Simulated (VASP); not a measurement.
Here is a VASP 6.6.1 calculation.

File INCAR:

```
ALGO = Normal ; EDIFF = 1E-6
ENCUT = 750 ; GGA = RE
GGA_COMPAT = False ; ISIF = 2
ISMEAR = -1 ; IVDW = 13
LASPH = True ; LCHARG = False
LREAL = False ; LWAVE = False
NBANDS = 12 ; NELM = 120
PREC = Accurate ; SIGMA = 0.05
```

Contents of KPOINTS:

```
k-points
0
Gamma
  9 9 9
```

POSCAR

```
LiCl
1.0
    0.0000000000      2.5487188263      2.5487188263
    2.5487188263      0.0000000000      2.5487188263
    2.5487188263      2.5487188263      0.0000000000
Cl Li
1 1
Direct
    0.5000000000      0.5000000000      0.5000000000
    0.0000000000      0.0000000000      0.0000000000
```

Potentials or basis: VASP PAW PBE potentials, release 64 (Cl, Li_sv).

Command:

```bash
$ cat potpaw_PBE.64/Cl/POTCAR potpaw_PBE.64/Li_sv/POTCAR > POTCAR
$ mpirun -np 1 vasp_std > vasp.out
```

Q: Estimate the dispersion energy per atom.

A: -0.235 eV.

Q: What does it give for the band gap on the k mesh?

A: 6.64 eV, direct.

 A k mesh can miss the band edges.
